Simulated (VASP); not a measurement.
**Mg2BeF6 (a cell with a defect): single point with RPBE**

Mg2BeF6 (a cell with a defect):

```
Be Mg F
1.0
     7.98254    0.00000    0.00000
     0.00000    3.99127    0.00000
     0.00000    0.00000    3.99127
Be Mg F
1 2 6
Cartesian
  3.9844 3.9757 0.0235
  2.0175 2.0036 2.0072
  5.9951 1.9797 2.0010
  1.9809 1.9974 0.0035
  6.0041 1.9866 3.9889
  7.9758 1.9909 1.9462
  4.0151 1.9753 1.9656
  1.9978 3.9582 2.0197
  5.9949 0.0288 2.0089
```

```
Program             : VASP 6.6.1
Task                : single point
Functional          : RPBE
Potentials or basis : VASP PAW PBE potentials, release 64 (Be, Mg, F)
Cutoff              : 520 eV
k mesh              : 2 × 2 × 2, shifted
Occupations         : fermi-dirac, width 0.05 eV
Spin                : no spin polarisation
```

```yaml
Largest_force: 0.615 eV/Å
```

Forces on the atoms (eV/Å):
```
Be   0.035  0.007  0.008
Mg  -0.173 -0.302 -0.073
Mg   0.079  0.319 -0.063
F   -0.353 -0.070  0.011
F    0.364  0.073  0.006
F    0.215  0.008  0.129
F   -0.163  0.038  0.050
F   -0.391  0.404 -0.041
F    0.387 -0.477 -0.027
```

Levels at points of the mesh, in eV from the Fermi level:
```csv
k point,band 21,band 22,band 23,band 24,band 25,band 26,band 27,band 28,band 29,band 30
"(0.25, 0.25, 0.25)",-5.71,-5.64,-5.63,-5.50,-1.19,2.12,2.24,2.76,4.25,6.84
```

Wall time 30 s on 1 thread of AMD EPYC 7R43 64-Core Processor (Zen 3) (shared host), peak memory 0.19 GiB.

Caveat: the k points lie up to 0.79 Å⁻¹ apart; the cell carries a net charge on a neutralising background, which shifts energy and pressure; the cell is charged against a uniform background, so pressure and absolute levels hang on convention; the PAW data sets were made with another functional, which shifts forces and pressure a little.
